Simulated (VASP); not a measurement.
# Nb2Si2O (P4/mmm) in VASP: further runs, part 2 of 2

VASP 6.6.1. The steps go on from the part before.

### 3 Single point, PBE, collinear spin

INCAR

```
  ALGO = Normal
  EDIFF = 1E-6
  ENCUT = 520
  GGA = PE
  ISIF = 2
  ISMEAR = 0
  ISPIN = 2
  LASPH = T
  LCHARG = F
  LMAXMIX = 4
  LORBIT = 11
  LREAL = F
  LWAVE = F
  MAGMOM = 0.1 0.1 -0.02 0 -0.01
  NBANDS = 32
  NELM = 150
  PREC = Accurate
  SIGMA = 0.1
```

KPOINTS

```
k-points
0
Gamma
  4 4 4
```

POSCAR

```
Nb2Si2O
1.0
    4.4400000200      0.0000000000      0.0000000000
    0.0000000000      4.4400000200      0.0000000000
    0.0000000000      0.0000000000      5.9100642900
Nb Si O
2 2 1
Direct
    0.0000000000      0.5000000000      0.5000000000
    0.5000000000      0.0000000000      0.5000000000
    0.0000000000      0.0000000000      0.0000000000
    0.0000000000      0.0000000000      0.5000000000
    0.5000000000      0.5000000000      0.5000000000
```

Potentials or basis: VASP PAW PBE potentials, release 64 (Nb_sv, Si, O).

Command:

```console
$ cat potpaw_PBE.64/Nb_sv/POTCAR potpaw_PBE.64/Si/POTCAR potpaw_PBE.64/O/POTCAR > POTCAR
$ mpirun -np 1 vasp_std > vasp.out
```

OUTCAR:

```text
EDIFF = 1E-6
   ENCUT = 520
   GGA = PE
   ISIF = 2
   ISMEAR = 0
   ISPIN = 2
   LASPH = T
   LORBIT = 11
   LREAL = F
   NELM = 150
   PREC = Accurate

 ion  position               nearest neighbor table
   1  0.000  0.500  0.500-   4 2.22   5 2.22   4 2.22   5 2.22
   2  0.500  0.000  0.500-   4 2.22   5 2.22   5 2.22   4 2.22
   3  0.000  0.000  0.000-   4 2.96   4 2.96
   4  0.000  0.000  0.500-   1 2.22   2 2.22   1 2.22   2 2.22   3 2.96   3 2.96
   5  0.500  0.500  0.500-   1 2.22   2 2.22   2 2.22   1 2.22

  LATTYP: Found a simple tetragonal cell.
 ALAT       =     4.4400000200
 C/A-ratio  =     1.3310955548

  Lattice vectors:

 A1 = (   4.4400000200,   0.0000000000,   0.0000000000)
 A2 = (   0.0000000000,   4.4400000200,   0.0000000000)
 A3 = (   0.0000000000,   0.0000000000,   5.9100642900)

Analysis of symmetry for initial positions (statically):
=====================================================================
 Subroutine PRICEL returns:
 Original cell was already a primitive cell.

 Routine SETGRP: Setting up the symmetry group for a
 simple tetragonal supercell.

 Subroutine GETGRP returns: Found 16 space group operations
 (whereof 16 operations were pure point group operations)
 out of a pool of 16 trial point group operations.

The static configuration has the point symmetry D_4h.

Analysis of symmetry for dynamics (positions and initial velocities):
=====================================================================
 Subroutine PRICEL returns:
 Original cell was already a primitive cell.

 Routine SETGRP: Setting up the symmetry group for a
 simple tetragonal supercell.

 Subroutine GETGRP returns: Found 16 space group operations
 (whereof 16 operations were pure point group operations)
 out of a pool of 16 trial point group operations.

The dynamic configuration has the point symmetry D_4h.

Analysis of structural, dynamic, and magnetic symmetry:
=====================================================================
 Subroutine PRICEL returns:
 Original cell was already a primitive cell.

 Routine SETGRP: Setting up the symmetry group for a
 simple tetragonal supercell.

 Subroutine GETGRP returns: Found 16 space group operations
 (whereof 16 operations were pure point group operations)
 out of a pool of 16 trial point group operations.

The overall configuration has the point symmetry D_4h.

 Subroutine INISYM returns: Found 16 space group operations
 (whereof 16 operations are pure point group operations),
 and found     1 'primitive' translations

----------------------------------------------------------------------------------------

                                     Primitive cell

  volume of cell :     116.5086

  direct lattice vectors                    reciprocal lattice vectors
     4.440000020  0.000000000  0.000000000     0.225225224  0.000000000  0.000000000
     0.000000000  4.440000020  0.000000000     0.000000000  0.225225224  0.000000000
     0.000000000  0.000000000  5.910064290     0.000000000  0.000000000  0.169202897

  length of vectors
     4.440000020  4.440000020  5.910064290     0.225225224  0.225225224  0.169202897

[... 78 lines left out ...]
   NELM   =    150;   NELMIN=  2; NELMDL= -5     # of ELM steps
   EDIFF  = 0.1E-05   stopping-criterion for ELM
   LREAL  =      F    real-space projection
   EDIFFG = 0.1E-04   stopping-criterion for IOM
   NSW    =      0    number of steps for IOM
   IBRION =     -1    ionic relax: 0-MD 1-quasi-New 2-CG
   NFREE  =      0    steps in history (QN), initial steepest desc. (CG)
   ISIF   =      2    stress and relaxation
   ISYM   =      2    0-nonsym 1-usesym 2-fastsym
   POTIM  = 0.5000    time-step for ionic-motion
   TEBEG  =    0.0;   TEEND  =   0.0 temperature during run
   PSTRESS=    0.0 pullay stress
   NELECT =      40.0000    total number of electrons
   NUPDOWN=      -1.0000    fix difference up-down
   EMIN   =  10.00;   EMAX   =-10.00  energy-range for DOS
   EFERMI =   0.00;   METHOD = LEGACY
   ISMEAR =     0;   SIGMA  =   0.10  broadening in eV -4-tet -1-fermi 0-gaus
   EFERMI_NEDOS =   21; number of points for ismear=-14 and -15
   IALGO  =     38    algorithm
   IMIX   =      4    mixing-type and parameters
     AMIX     =   0.40;   BMIX     =  1.00
     AMIX_MAG =   1.60;   BMIX_MAG =  1.00
  volume/ion in A,a.u.               =      23.30       157.25
  Fermi-wavevector in a.u.,A,eV,Ry     =   1.146328  2.166245 17.878969  1.314067
  Thomas-Fermi vector in A             =   2.283012
   LORBIT       =     11    0 simple, 1 ext, 2 COOP (PROOUT), +10 PAW based schemes
   GGA     = PE    functional components
   LHFCALC =     F    Hartree Fock is set to
   AEXX    =    0.0000 exact exchange contribution
   IVDW    =     0    specifies the selected vdW correction
   LEPSILON=     F    determine dielectric tensor
   LRPA    =     F    only Hartree local field effects (RPA)
 spin polarized calculation
 Gauss-broadening in eV      SIGMA  =   0.10
  energy-cutoff  :      520.00
  volume of cell :      116.51
 maximum number of plane-waves:      3158
 NGX is ok and might be reduce to    36
   NGX = 17   NGY = 17   NGZ = 21

 number of electron      39.9999996 magnetization       0.1202975

 Free energy of the ion-electron system (eV)
  ---------------------------------------------------
  ext. energy  EPLUGINS =         0.00000000
  ---------------------------------------------------
  free energy    TOTEN  =       -32.85188849 eV

  energy without entropy =      -32.81485580  energy(sigma->0) =      -32.83337214

 E-fermi :   4.9031     XC(G=0):  -9.1162

 val. band max:        4.8820253564   @ k =   0.2500   0.0000   0.5000
 cond. band min:       4.9065084550   @ k =   0.5000   0.0000   0.5000
 fundamental gap:      0.0244830986
 Fermi energy:         4.9030802727

 spin component 1

 k-point     1 :       0.0000    0.0000    0.0000
  band No.  band energies     occupation
      1     -50.7314      1.00000
      2     -50.6501      1.00000
      3     -27.1719      1.00000
      4     -27.1719      1.00000
      5     -26.7371      1.00000
      6     -26.7280      1.00000
[... 619 lines left out ...]
     31      11.3399      0.00000
     32      11.3399      0.00000
 Fermi energy:         4.9030802727

 spin component 2

 k-point     1 :       0.0000    0.0000    0.0000
  band No.  band energies     occupation
      1     -50.7013      1.00000
      2     -50.6200      1.00000
      3     -27.1454      1.00000
      4     -27.1454      1.00000
      5     -26.7012      1.00000
      6     -26.7012      1.00000
[... 619 lines left out ...]
     31      11.3596      0.00000
     32      11.3603      0.00000

------------------------ aborting loop because EDIFF is reached ----------------------------------------

  FORCE on cell =-STRESS in cart. coord.  units (eV):
  Direction    XX          YY          ZZ          XY          YZ          ZX
  --------------------------------------------------------------------------------------
  -------------------------------------------------------------------------------------
  Total        8.8080993      8.8080993     -9.0519426      0.0000000      0.0000000      0.0000000
  in kB      121.1252363    121.1252363   -124.4784656      0.0000000      0.0000000      0.0000000
  external PRESSURE =      39.2573357 kB  Pullay stress =       0.0000000 kB

 VOLUME and BASIS-vectors are now :
 -----------------------------------------------------------------------------
  energy-cutoff  :      520.00
  volume of cell :      116.51
      direct lattice vectors                 reciprocal lattice vectors
     4.440000020  0.000000000  0.000000000     0.225225224  0.000000000  0.000000000
     0.000000000  4.440000020  0.000000000     0.000000000  0.225225224  0.000000000
     0.000000000  0.000000000  5.910064290     0.000000000  0.000000000  0.169202897

 POSITION                                       TOTAL-FORCE (eV/Angst)
 -----------------------------------------------------------------------------------
      0.00000      2.22000      2.95503         0.000000      0.000000      0.000000
      2.22000      0.00000      2.95503         0.000000      0.000000      0.000000
      0.00000      0.00000      0.00000         0.000000      0.000000      0.000000
      0.00000      0.00000      2.95503         0.000000      0.000000      0.000000
      2.22000      2.22000      2.95503         0.000000      0.000000      0.000000
 -----------------------------------------------------------------------------------
    total drift:                                0.000000     -0.000000      0.000000

  FREE ENERGIE OF THE ION-ELECTRON SYSTEM (eV)
  ---------------------------------------------------
  free  energy   TOTEN  =       -32.8518884854 eV

  energy  without entropy=      -32.8148558025  energy(sigma->0) =      -32.83337214

 total charge

# of ion       s       p       d       tot
------------------------------------------
    1        2.167   5.996   2.634  10.797
    2        2.167   5.996   2.634  10.797
    3        0.927   0.532   0.000   1.460
    4        0.880   1.044   0.000   1.923
    5        1.555   3.406   0.000   4.961
--------------------------------------------------
tot          7.696  16.973   5.268  29.937

 magnetization (x)

# of ion       s       p       d       tot
------------------------------------------
    1        0.002   0.000   0.046   0.048
    2        0.002   0.000   0.046   0.048
    3        0.001  -0.004   0.000  -0.003
    4       -0.000   0.000   0.000  -0.000
    5       -0.000  -0.002   0.000  -0.002
--------------------------------------------------
tot          0.003  -0.004   0.092   0.091
```

OSZICAR:

```text
N       E                     dE             d eps       ncg     rms          rms(c)
DAV:   1     0.376823573188E+03    0.37682E+03   -0.19869E+04  2320   0.113E+03
DAV:   2    -0.358959218659E+01   -0.38041E+03   -0.36517E+03  2992   0.416E+02
DAV:   3    -0.350988170091E+02   -0.31509E+02   -0.30799E+02  3720   0.971E+01
DAV:   4    -0.379936167554E+02   -0.28948E+01   -0.28639E+01  3776   0.253E+01
DAV:   5    -0.380876655530E+02   -0.94049E-01   -0.93946E-01  3560   0.351E+00    0.159E+01
DAV:   6    -0.331404747155E+02    0.49472E+01   -0.18549E+01  3264   0.243E+01    0.674E+00
DAV:   7    -0.329218332815E+02    0.21864E+00   -0.28573E+00  3576   0.920E+00    0.372E+00
DAV:   8    -0.328641758242E+02    0.57657E-01   -0.43093E-01  3616   0.397E+00    0.195E+00
DAV:   9    -0.328521662139E+02    0.12010E-01   -0.10770E-01  3448   0.158E+00    0.111E+00
DAV:  10    -0.328511813667E+02    0.98485E-03   -0.19825E-02  3184   0.858E-01    0.257E-01
DAV:  11    -0.328515307853E+02   -0.34942E-03   -0.33275E-03  3624   0.324E-01    0.157E-01
DAV:  12    -0.328517412763E+02   -0.21049E-03   -0.53503E-04  2856   0.128E-01    0.504E-02
DAV:  13    -0.328518057869E+02   -0.64511E-04   -0.12291E-04  3080   0.612E-02    0.297E-02
DAV:  14    -0.328518446169E+02   -0.38830E-04   -0.32909E-05  2896   0.253E-02    0.217E-02
DAV:  15    -0.328518875091E+02   -0.42892E-04   -0.44813E-05  2832   0.239E-02    0.211E-02
DAV:  16    -0.328518884854E+02   -0.97632E-06   -0.32516E-06  2568   0.104E-02
   1 F= -.32851888E+02 E0= -.32833372E+02  d E =-.370327E-01  mag=     0.1207
```

Wall time 62 s (1 thread of Intel Xeon 6975P-C (Granite Rapids), shared host); peak memory 0.34 GiB.

Results:

```
Free energy                                           : -32.8519 eV
Pressure                                              : 3.9 GPa
Net moment                                            : 0.12 μB per cell
Site moments                                          : Nb +0.05; Si -0.00; O -0.00 μB
Valence electrons inside the program's atomic spheres : Nb 10.80; Si 1.46, 1.92; O 4.96
```

Stress tensor (GPa, compression positive):
```
 12.11   0.00   0.00
  0.00  12.11   0.00
  0.00   0.00 -12.45
```

Caveat: the cell stands under pressure.

### 4 Relaxation of cell and atoms, PBE

This run uses another cell than the first one, of 19.28 Å³/atom.

INCAR

```
SYSTEM = Nb2Si2O
  ALGO = Normal
  EDIFF = 1E-7
  EDIFFG = -0.01
  ENCUT = 600
  GGA = PE
  IBRION = 2
  ISIF = 3
  ISMEAR = 0
  LASPH = .True.
  LCHARG = .False.
  LREAL = .False.
  LWAVE = .False.
  NELM = 60
  NSW = 100
  PREC = Accurate
  SIGMA = 0.1
```

KPOINTS

```
k-points
0
Gamma
  8 8 8
  0 0 0
```

Changes to POSCAR since step 3:

```diff
@@ -2,5 +2,5 @@
 1.0
-    4.4400000200      0.0000000000      0.0000000000
-    0.0000000000      4.4400000200      0.0000000000
-    0.0000000000      0.0000000000      5.9100642900
+    4.6285268990      0.0000000000      0.0000000000
+    0.0000000000      4.6285268990      0.0000000000
+    0.0000000000      0.0000000000      4.5000803657
 Nb Si O
```

Command:

```console
$ cat potpaw_PBE.64/Nb_sv/POTCAR potpaw_PBE.64/Si/POTCAR potpaw_PBE.64/O/POTCAR > POTCAR
$ mpirun -np 1 vasp_std > vasp.out
```

Run time: 3.9 min. Hardware: 1 thread of Intel Xeon 6975P-C (Granite Rapids), shared host; peak memory 0.38 GiB.

It converged, with:

```
Free energy                           : -35.1026 eV
Relaxed volume                        : 19.24 Å³/atom
Relaxed cell                          : a = 4.626 Å, b = 4.626 Å, c = 4.496 Å, α = 90.00°, β = 90.00°, γ = 90.00°
Space group after relaxing (to 0.1 Å) : P4/mmm (No. 123)
Energy gained by relaxing             : 0.0 meV/atom
Ionic steps                           : 3
Pressure after relaxing               : 0.0 GPa
Band gap on the k mesh                : zero (bands 20 and 21 overlap by 1.57 eV)
```

Stress tensor (GPa, compression positive):
```
 0.07  0.00  0.00
 0.00  0.07  0.00
 0.00  0.00 -0.08
```

Step by step:
```tsv
step	energy change (eV)	largest force (eV/Å)	pressure (GPa)	volume (Å³)
1	0.0000	0.0000	-0.18	96.41
2	-0.0001	0.0000	0.13	96.10
3	-0.0001	0.0000	0.02	96.21
```

Final structure:
```
Nb Si O
1.0
     4.62590    0.00000    0.00000
     0.00000    4.62590    0.00000
     0.00000    0.00000    4.49619
Nb Si O
2 2 1
Direct
  0.00000 0.50000 0.50000
  0.50000 0.00000 0.50000
  0.00000 0.00000 0.00000
  0.00000 0.00000 0.50000
  0.50000 0.50000 0.50000
```

Levels at points of the mesh, in eV from the Fermi level:
```csv
k point,band 17,band 18,band 19,band 20,band 21,band 22,band 23,band 24
"(0.00, 0.00, 0.00)",-1.81,-1.81,-1.66,-1.66,-0.47,-0.01,0.69,0.73
"(0.50, 0.00, 0.00)",-3.31,-2.20,-1.23,-0.19,0.04,0.39,0.86,1.04
"(0.50, 0.50, 0.00)",-2.22,-2.13,-2.13,0.82,0.95,1.20,1.68,1.68
"(0.00, 0.00, 0.50)",-3.07,-0.87,-0.23,-0.23,0.00,0.44,0.44,0.90
"(0.50, 0.00, 0.50)",-2.68,-1.67,-0.36,-0.30,-0.12,0.37,0.44,1.24
"(0.50, 0.50, 0.50)",-1.97,-1.97,0.51,0.51,0.52,0.56,0.58,1.09
```

### 5 Overview

| task | spin | cell | k mesh | cutoff (eV) | gap on the mesh (eV) | pressure (GPa) | relaxed volume (Å³/atom) |
| --- | --- | --- | --- | --- | --- | --- | --- |
| relaxation of cell and atoms | off | relaxed from a = 4.440, b = 4.440, c = 5.910 Å, 5 atoms | 4 × 4 × 4 | 600 | none | -0.2 | 19.27 |
| single point | collinear | a = 4.440, b = 4.440, c = 5.910 Å, 5 atoms | 4 × 4 × 4 | 520 | none | 3.9 | - |
| relaxation of cell and atoms | off | relaxed from a = 4.629, b = 4.629, c = 4.500 Å, 5 atoms | 8 × 8 × 8 | 600 | none | 0.0 | 19.24 |

Alike in all rows: level PBE; potentials or basis VASP PAW PBE potentials, release 64 (Nb_sv, Si, O); smearing gaussian 0.1 eV.

Caveats: the volume moved by over 15 % at a fixed basis, so the end points are rough (at least some runs); the cell stands under pressure (at least some runs).

Absolute energies hang on the potentials; compare differences alone.
